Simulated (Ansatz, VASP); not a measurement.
# HCl in VASP and in Ansatz

```xyz
2
Lattice="0.0000 3.7676 3.7678 1.5335 0.0000 3.7678 1.5335 3.7676 0.0000" Properties=species:S:1:pos:R:3 pbc="T T T"
H     0.0000    0.0000    0.0000
Cl    1.5335    3.7676    3.7678
```

Alike in both runs: functional PBEsol; k mesh 8 × 8 × 8; no spin polarisation.

Ansatz relaxed the structure, and its values are those at the end. VASP's run is a single point on that final structure, the one shown.

|  | VASP | Ansatz |
| --- | --- | --- |
| version | VASP 6.6.1 | Ansatz 0.2.0 |
| potentials or method | VASP PAW PBE potentials, release 64 (H, Cl), cutoff 520 eV | scalar-relativistic, plane waves, PAW |
| occupations | gaussian, width 0.01 eV | fixed |
| valence electrons in the cell | 8 | 8 |

VASP gave:

- gap on the k mesh at the Fermi level (eV): 2.94
- least direct gap on the mesh (eV): 3.37
- pressure (GPa): -0.2

Task: What did Ansatz give for the same quantities?

Result: gap on the k mesh at the Fermi level (eV): 2.89; least direct gap on the mesh (eV): 3.32; pressure (GPa): 0.0.

VASP's potentials were made for PBE, not for PBEsol.
